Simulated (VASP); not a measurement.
Crystal: ZrO2.

```
CELL_PARAMETERS angstrom
0.00000 2.55786 2.55786
2.55786 0.00000 2.55786
2.55786 2.55786 0.00000
ATOMIC_POSITIONS crystal
Zr 0.00000 0.00000 0.00000
O 0.75000 0.75000 0.75000
O 0.25000 0.25000 0.25000
```

```yaml
Program: VASP 6.6.1
Task: relaxation of cell and atoms
Functional: r2SCAN
Potentials_or_basis: VASP PAW PBE potentials, release 64 (Zr_sv, O)
Cutoff: 660 eV
k_mesh: 8 × 8 × 8
Occupations: fermi-dirac, width 0.02 eV
Spin: no spin polarisation
```

At the start: pressure -3.8 GPa; volume 11.16 Å³/atom.

Q: How do energy, volume and symmetry change on relaxing?

A: Over 3 steps the energy falls by 2.0 meV/atom and the volume is 10.99 Å³/atom (-1.5 %); space group Fm-3m (No. 225, to 0.1 Å) before and after.

The path:
```csv
step,energy change (eV),largest force (eV/Å),pressure (GPa),volume (Å³)
1,0.0000,0.0000,-3.82,33.47
2,0.0088,0.0000,6.39,32.20
3,-0.0061,0.0000,-0.02,32.97
```

Final structure:
```yaml
crystal:
  lattice:
    - [0.00000, 2.54497, 2.54497]
    - [2.54497, 0.00000, 2.54497]
    - [2.54497, 2.54497, 0.00000]
  atoms:
    - { symbol: Zr, position: [0.00000, 0.00000, 0.00000] }
    - { symbol: O, position: [0.75000, 0.75000, 0.75000] }
    - { symbol: O, position: [0.25000, 0.25000, 0.25000] }
```

Caveat: the PAW data sets were made with another functional, which shifts forces and pressure a little.
